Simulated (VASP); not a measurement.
# BeS (P6_3/mmc) in VASP: further runs

The runs below take BeS through single point, with PBE.

All numbers are computed with VASP 6.6.1; they aren't measurements. Logs are shortened: lines on timing, memory, paths and dates and some standing lists are left out, and cuts for length are marked.

### Step 1. The cell of the first run

It takes space group P6_3/mmc (No. 194, hexagonal). The conventional cell has a = 3.390 Å, b = 3.390 Å, c = 7.547 Å, α = 90.00°, β = 90.00°, γ = 120.00°. Be (site symmetry -6m2) has 3 S at 1.96 Å within 2.6 Å. S (site symmetry -6m2) has 3 Be at 1.96 Å within 2.6 Å.

### Step 2. Single point, PBE (volume changed by -6%)

The input, INCAR:

```
PREC = Accurate ; ENCUT = 520
EDIFF = 1E-7 ; ISMEAR = 0
SIGMA = 0.01 ; LREAL = F
LASPH = T ; NELM = 100
ALGO = Normal ; ISIF = 2
LWAVE = F ; LCHARG = F
GGA = PE ; NBANDS = 16
```

The input, KPOINTS:

```
Automatic mesh
0
Gamma
  9 9 4
```

The input, POSCAR:

```
BeS
1.0
    3.3897491006      0.0000000000      0.0000000000
   -1.6948745503      2.9356088336      0.0000000000
    0.0000000000      0.0000000000      7.5467944154
Be S
2 2
Direct
    0.3333333333      0.6666666667      0.2500000000
    0.6666666667      0.3333333333      0.7500000000
    0.6666666667      0.3333333333      0.2500000000
    0.3333333333      0.6666666667      0.7500000000
```

Potentials or basis: VASP PAW PBE potentials, release 64 (Be, S).

Launch:

```bash
$ cat potpaw_PBE.64/Be/POTCAR potpaw_PBE.64/S/POTCAR > POTCAR
$ mpirun -np 1 vasp_std > vasp.out
```

OUTCAR:

```text
PREC = Accurate
   ENCUT = 520
   EDIFF = 1E-7
   ISMEAR = 0
   LREAL = F
   LASPH = T
   NELM = 100
   ISIF = 2
   GGA = PE

 ion  position               nearest neighbor table
   1  0.333  0.667  0.250-   3 1.96   3 1.96   3 1.96
   2  0.667  0.333  0.750-   4 1.96   4 1.96   4 1.96
   3  0.667  0.333  0.250-   1 1.96   1 1.96   1 1.96
   4  0.333  0.667  0.750-   2 1.96   2 1.96   2 1.96

  LATTYP: Found a hexagonal cell.
 ALAT       =     3.3897491006
 C/A-ratio  =     2.2263578192

  Lattice vectors:

 A1 = (   3.3897491006,   0.0000000000,   0.0000000000)
 A2 = (  -1.6948745503,   2.9356088336,   0.0000000000)
 A3 = (   0.0000000000,   0.0000000000,   7.5467944154)

Analysis of symmetry for initial positions (statically):
=====================================================================
 Subroutine PRICEL returns:
 Original cell was already a primitive cell.

 Routine SETGRP: Setting up the symmetry group for a
 hexagonal supercell.

 Subroutine GETGRP returns: Found 24 space group operations
 (whereof 12 operations were pure point group operations)
 out of a pool of 24 trial point group operations.

The static configuration has the point symmetry D_3d.
 The point group associated with its full space group is D_6h.

Analysis of symmetry for dynamics (positions and initial velocities):
=====================================================================
 Subroutine PRICEL returns:
 Original cell was already a primitive cell.

 Routine SETGRP: Setting up the symmetry group for a
 hexagonal supercell.

 Subroutine GETGRP returns: Found 24 space group operations
 (whereof 12 operations were pure point group operations)
 out of a pool of 24 trial point group operations.

The dynamic configuration has the point symmetry D_3d.
 The point group associated with its full space group is D_6h.

 Subroutine INISYM returns: Found 24 space group operations
 (whereof 12 operations are pure point group operations),
 and found     1 'primitive' translations

----------------------------------------------------------------------------------------

                                     Primitive cell

  volume of cell :      75.0980

  direct lattice vectors                    reciprocal lattice vectors
     3.389749101  0.000000000  0.000000000     0.295007085  0.170322420  0.000000000
    -1.694874550  2.935608834  0.000000000     0.000000000  0.340644840  0.000000000
     0.000000000  0.000000000  7.546794415     0.000000000  0.000000000  0.132506591

  length of vectors
     3.389749101  3.389749101  7.546794415     0.340644840  0.340644840  0.132506591

  position of ions in fractional coordinates (direct lattice)
     0.333333333  0.666666667  0.250000000
     0.666666667  0.333333333  0.750000000
     0.666666667  0.333333333  0.250000000
     0.333333333  0.666666667  0.750000000

  ion indices of the primitive-cell ions
   primitive index   ion index
                 1           1
                 2           2
                 3           3
                 4           4

----------------------------------------------------------------------------------------

 KPOINTS: Automatic mesh

Automatic generation of k-mesh.
 Grid dimensions read from file:
 generate k-points for:    9    9    4

 Generating k-lattice:

  Cartesian coordinates                     Fractional coordinates (reciprocal lattice)
     0.032778565  0.018924713  0.000000000     0.111111111  0.000000000  0.000000000
     0.000000000  0.037849427  0.000000000     0.000000000  0.111111111  0.000000000
     0.000000000  0.000000000  0.033126648     0.000000000  0.000000000  0.250000000

  Length of vectors
     0.037849427  0.037849427  0.033126648

  Shift w.r.t. Gamma in fractional coordinates (k-lattice)
     0.000000000  0.000000000  0.000000000

 Subroutine IBZKPT returns following result:
 ===========================================

 Found     36 irreducible k-points:

 Following reciprocal coordinates:
            Coordinates               Weight
  0.000000  0.000000  0.000000      1.000000
  0.111111 -0.000000  0.000000      6.000000
  0.222222  0.000000  0.000000      6.000000
  0.333333  0.000000  0.000000      6.000000
  0.444444  0.000000  0.000000      6.000000
  0.111111  0.111111  0.000000      6.000000
[... 16 lines left out ...]
  0.333333  0.222222  0.250000     24.000000
  0.333333  0.333333  0.250000      4.000000
 [... further k-points ...]
   k-points           NKPTS =     36   k-points in BZ     NKDIM =     36   number of bands    NBANDS=     16
   number of dos      NEDOS =    301   number of ions     NIONS =      4
   total plane-waves  NPLWV =  43904
   dimension x,y,z NGX =    28 NGY =   28 NGZ =   56
   dimension x,y,z NGXF=    56 NGYF=   56 NGZF=  112
   ions per type =               2   2
   NGX,Y,Z   is equivalent  to a cutoff of  13.73, 13.73, 12.34 a.u.
   NGXF,Y,Z  is equivalent  to a cutoff of  27.46, 27.46, 24.67 a.u.
 SYSTEM =  unknown system
   PREC   = accura    normal or accurate (medium, high low for compatibility)
   ISTART =      0    job   : 0-new  1-cont  2-samecut
   ICHARG =      2    charge: 1-file 2-atom 10-const
   ISPIN  =      1    spin polarized calculation?
   LNONCOLLINEAR =      F non collinear calculations
   LSORBIT =      F    spin-orbit coupling
   LASPH  =      T    aspherical Exc in radial PAW
   ENCUT  =  520.0 eV  38.22 Ry    6.18 a.u.   6.30  6.30 14.03*2*pi/ulx,y,z
   NELM   =    100;   NELMIN=  2; NELMDL= -5     # of ELM steps
   EDIFF  = 0.1E-06   stopping-criterion for ELM
   LREAL  =      F    real-space projection
   EDIFFG = 0.1E-05   stopping-criterion for IOM
   NSW    =      0    number of steps for IOM
   IBRION =     -1    ionic relax: 0-MD 1-quasi-New 2-CG
   NFREE  =      0    steps in history (QN), initial steepest desc. (CG)
   ISIF   =      2    stress and relaxation
   ISYM   =      2    0-nonsym 1-usesym 2-fastsym
   POTIM  = 0.5000    time-step for ionic-motion
   TEBEG  =    0.0;   TEEND  =   0.0 temperature during run
   PSTRESS=    0.0 pullay stress
   NELECT =      16.0000    total number of electrons
   NUPDOWN=      -1.0000    fix difference up-down
   EMIN   =  10.00;   EMAX   =-10.00  energy-range for DOS
   EFERMI =   0.00;   METHOD = LEGACY
   ISMEAR =     0;   SIGMA  =   0.01  broadening in eV -4-tet -1-fermi 0-gaus
   EFERMI_NEDOS =   21; number of points for ismear=-14 and -15
   IALGO  =     38    algorithm
   IMIX   =      4    mixing-type and parameters
     AMIX     =   0.40;   BMIX     =  1.00
     AMIX_MAG =   1.60;   BMIX_MAG =  1.00
  volume/ion in A,a.u.               =      18.77       126.70
  Fermi-wavevector in a.u.,A,eV,Ry     =   0.977775  1.847726 13.007756  0.956043
  Thomas-Fermi vector in A             =   2.108498
   LORBIT       =      0    0 simple, 1 ext, 2 COOP (PROOUT), +10 PAW based schemes
   GGA     = PE    functional components
   LHFCALC =     F    Hartree Fock is set to
   AEXX    =    0.0000 exact exchange contribution
   IVDW    =     0    specifies the selected vdW correction
   LEPSILON=     F    determine dielectric tensor
   LRPA    =     F    only Hartree local field effects (RPA)
 non-spin polarized calculation
 Gauss-broadening in eV      SIGMA  =   0.01
  energy-cutoff  :      520.00
  volume of cell :       75.10
 maximum number of plane-waves:      2042
 NGX is ok and might be reduce to    28
   NGX = 13   NGY = 13   NGZ = 29

 number of electron      15.9999999 magnetization

 Free energy of the ion-electron system (eV)
  ---------------------------------------------------
  ext. energy  EPLUGINS =         0.00000000
  ---------------------------------------------------
  free energy    TOTEN  =       -19.17810876 eV

  energy without entropy =      -19.17810876  energy(sigma->0) =      -19.17810876

 E-fermi :   1.2955     XC(G=0):  -8.2885

 val. band max:        1.2050976456   @ k =   0.3333   0.2222   0.0000
 cond. band min:       5.3924965910   @ k =   0.4444   0.1111   0.2500
 fundamental gap:      4.1873989454
 Fermi energy:         1.2955136261

 k-point     1 :       0.0000    0.0000    0.0000
  band No.  band energies     occupation
      1     -11.3077      2.00000
      2     -11.0554      2.00000
      3      -1.9907      2.00000
      4       0.0292      2.00000
      5       0.6207      2.00000
      6       0.6207      2.00000
[... 8 lines left out ...]
     15       9.4573      0.00000
     16      10.6259      0.00000

 k-point     2 :       0.1111   -0.0000    0.0000
  band No.  band energies     occupation
      1     -11.1987      2.00000
      2     -10.9545      2.00000
      3      -1.8242      2.00000
      4      -0.0107      2.00000
      5       0.0791      2.00000
      6       0.1572      2.00000
[... 8 lines left out ...]
     15      10.0616      0.00000
     16      10.1241      0.00000

 k-point     3 :       0.2222    0.0000    0.0000
  band No.  band energies     occupation
      1     -10.8953      2.00000
      2     -10.6772      2.00000
      3      -1.3463      2.00000
      4      -1.3408      2.00000
      5      -1.2426      2.00000
      6      -0.1345      2.00000
[... 8 lines left out ...]
     15      10.1495      0.00000
     16      10.6515      0.00000

 k-point     4 :       0.3333    0.0000    0.0000
  band No.  band energies     occupation
      1     -10.4832      2.00000
      2     -10.3153      2.00000
      3      -2.6448      2.00000
      4      -2.5262      2.00000
      5      -0.6080      2.00000
      6      -0.6045      2.00000
[... 8 lines left out ...]
     15      12.1775      0.00000
     16      12.3521      0.00000
[... 324 lines left out ...]
 k-point    22 :       0.2222    0.2222    0.2500
  band No.  band energies     occupation
      1     -10.2579      2.00000
      2     -10.1607      2.00000
      3      -2.6972      2.00000
      4      -2.6717      2.00000
      5      -1.5059      2.00000
      6      -1.4384      2.00000
[... 8 lines left out ...]
     15      10.0451      0.00000
     16      10.8893      0.00000

 k-point    23 :       0.3333    0.2222    0.2500
  band No.  band energies     occupation
      1      -9.9878      2.00000
      2      -9.9407      2.00000
      3      -3.1503      2.00000
      4      -3.0630      2.00000
      5      -2.0130      2.00000
      6      -1.9291      2.00000
[... 8 lines left out ...]
     15      10.9332      0.00000
     16      11.8972      0.00000

 k-point    24 :       0.3333    0.3333    0.2500
  band No.  band energies     occupation
      1      -9.8750      2.00000
      2      -9.8750      2.00000
      3      -2.9444      2.00000
      4      -2.7740      2.00000
      5      -2.6070      2.00000
      6      -2.6070      2.00000
[... 8 lines left out ...]
     15      11.7742      0.00000
     16      11.8466      0.00000

 [... further k-points ...]

------------------------ aborting loop because EDIFF is reached ----------------------------------------

  FORCE on cell =-STRESS in cart. coord.  units (eV):
  Direction    XX          YY          ZZ          XY          YZ          ZX
  --------------------------------------------------------------------------------------
  -------------------------------------------------------------------------------------
  Total        3.0370462      3.0370462      0.1123947      0.0000000     -0.0000000      0.0000000
  in kB       64.7938409     64.7938409      2.3978834      0.0000000     -0.0000000      0.0000000
  external PRESSURE =      43.9951884 kB  Pullay stress =       0.0000000 kB

 VOLUME and BASIS-vectors are now :
 -----------------------------------------------------------------------------
  energy-cutoff  :      520.00
  volume of cell :       75.10
      direct lattice vectors                 reciprocal lattice vectors
     3.389749101  0.000000000  0.000000000     0.295007085  0.170322420  0.000000000
    -1.694874550  2.935608834  0.000000000     0.000000000  0.340644840  0.000000000
     0.000000000  0.000000000  7.546794415     0.000000000  0.000000000  0.132506591

 POSITION                                       TOTAL-FORCE (eV/Angst)
 -----------------------------------------------------------------------------------
     -0.00000      1.95707      1.88670         0.000000     -0.000000      0.000000
      1.69487      0.97854      5.66010        -0.000000      0.000000      0.000000
      1.69487      0.97854      1.88670         0.000000     -0.000000      0.000000
     -0.00000      1.95707      5.66010        -0.000000      0.000000      0.000000
 -----------------------------------------------------------------------------------
    total drift:                                0.000000     -0.000000      0.000000

  FREE ENERGIE OF THE ION-ELECTRON SYSTEM (eV)
  ---------------------------------------------------
  free  energy   TOTEN  =       -19.1781087577 eV

  energy  without entropy=      -19.1781087577  energy(sigma->0) =      -19.17810876
```

It took 34 s on 1 thread of Intel Xeon Platinum 8488C (Sapphire Rapids), shared host; peak memory 0.2 GiB.

Results:

```
Free energy            : -19.1781 eV
Pressure               : 4.4 GPa
Band gap on the k mesh : 4.19 eV, indirect (least direct gap 4.30 eV)
```

Caveat: the cell differs from its parent crystal (volume changed by -6%). A k mesh can miss the band edges.

### Step 3. Single point, PBE (volume changed by -3%)

The input, INCAR:

```
SYSTEM = BeS
ALGO = Normal
EDIFF = 1E-6
ENCUT = 520
GGA = PE
ISIF = 2
ISMEAR = 0
LASPH = .TRUE.
LCHARG = .FALSE.
LREAL = .FALSE.
LWAVE = .FALSE.
NBANDS = 16
NELM = 80
PREC = Accurate
SIGMA = 0.01
```

The input, KPOINTS:

```
k-points
0
G
  9 9 4
  0 0 0
```

The input, POSCAR:

```
BeS
1.0
    3.4254332924      0.0000000000      0.0000000000
   -1.7127166462      2.9665122502      0.0000000000
    0.0000000000      0.0000000000      7.6262401948
Be S
2 2
Direct
    0.3333333333      0.6666666667      0.2500000000
    0.6666666667      0.3333333333      0.7500000000
    0.6666666667      0.3333333333      0.2500000000
    0.3333333333      0.6666666667      0.7500000000
```

Potentials or basis: VASP PAW PBE potentials, release 64 (Be, S).

Launch:

```bash
$ cat potpaw_PBE.64/Be/POTCAR potpaw_PBE.64/S/POTCAR > POTCAR
$ mpirun -np 1 vasp_std > vasp.out
```

Run time: 34 s. Hardware: 1 thread of Intel Xeon Platinum 8488C (Sapphire Rapids), shared host; peak memory 0.21 GiB.

It converged, with:

| Quantity | Value |
| --- | --- |
| Free energy | -19.2263 eV |
| Pressure | 2.0 GPa |
| Band gap on the k mesh | 4.21 eV, indirect (least direct gap 4.31 eV) |

Stress tensor (GPa, compression positive):
```
3.00 0.00 0.00
0.00 3.00 0.00
0.00 0.00 0.09
```

Levels at points of the mesh, in eV from the valence-band top:
```tsv
k point	band 4	band 5	band 6	band 7	band 8	band 9	band 10	band 11	band 12	band 13
(0.00, 0.00, 0.00)	-1.13	-0.61	-0.61	-0.52	-0.52	4.81	6.50	6.50	6.70	6.70
(0.00, 0.00, 0.50)	-2.24	-0.57	-0.57	-0.57	-0.57	6.34	6.34	6.59	6.59	6.59
```

Caveat: the cell differs from its parent crystal (volume changed by -3%). A k mesh can miss the band edges.

### Step 4. Single point, PBE

This run uses another cell than the first one, of 19.97 Å³/atom, 1.064 times its volume.

The input, INCAR:

```
SYSTEM = BeS
  PREC = Accurate
  ENCUT = 520
  EDIFF = 1E-7
  ISMEAR = 0
  SIGMA = 0.01
  LREAL = .FALSE.
  LASPH = .TRUE.
  NELM = 100
  ALGO = Normal
  ISIF = 2
  LWAVE = .FALSE.
  LCHARG = .TRUE.
  GGA = PE
  LELF = .TRUE.
  LVHAR = .TRUE.
  NBANDS = 16
```

The input, KPOINTS:

```
Automatic mesh
0
G
  9 9 4
  0 0 0
```

The input, POSCAR:

```
BeS
1.0
    3.4603891077      0.0000000000      0.0000000000
   -1.7301945538      2.9967848742      0.0000000000
    0.0000000000      0.0000000000      7.7040643474
Be S
2 2
Direct
    0.3333333333      0.6666666667      0.2500000000
    0.6666666667      0.3333333333      0.7500000000
    0.6666666667      0.3333333333      0.2500000000
    0.3333333333      0.6666666667      0.7500000000
```

Launch:

```bash
$ cat potpaw_PBE.64/Be/POTCAR potpaw_PBE.64/S/POTCAR > POTCAR
$ mpirun -np 1 vasp_std > vasp.out
```

Run time: 38 s. Hardware: 1 thread of Intel Xeon Platinum 8488C (Sapphire Rapids), shared host; peak memory 0.21 GiB.

It converged, with:

- Free energy: -19.2416 eV
- Pressure: 0.0 GPa
- Band gap on the k mesh: 4.22 eV, indirect (least direct gap 4.33 eV)

Levels at points of the mesh, in eV from the valence-band top:
```tsv
k point	band 5	band 6	band 7	band 8	band 9	band 10	band 11	band 12
(0.00, 0.00, 0.00)	-0.64	-0.64	-0.55	-0.55	4.70	6.45	6.45	6.47
(0.00, 0.00, 0.50)	-0.59	-0.59	-0.59	-0.59	6.09	6.09	6.54	6.54
```

A k mesh can miss the band edges. As with any semilocal functional, this PBE gap is likely too small.

### Step 5. Summary

```csv
cell,gap on the mesh (eV),pressure (GPa)
"a = 3.390, b = 3.390, c = 7.547 Å, angles 90.0, 90.0, 120.0°, 4 atoms",4.19,4.4
"a = 3.425, b = 3.425, c = 7.626 Å, angles 90.0, 90.0, 120.0°, 4 atoms",4.21,2.0
"a = 3.460, b = 3.460, c = 7.704 Å, angles 90.0, 90.0, 120.0°, 4 atoms",4.22,0.0
```

Alike in all rows: task single point; level PBE; potentials or basis VASP PAW PBE potentials, release 64 (Be, S); no spin polarisation; k mesh 9 × 9 × 4; cutoff (eV) 520; smearing gaussian 0.01 eV.

Total energies depend on the potentials used, so only differences within one code and one set of settings carry meaning.
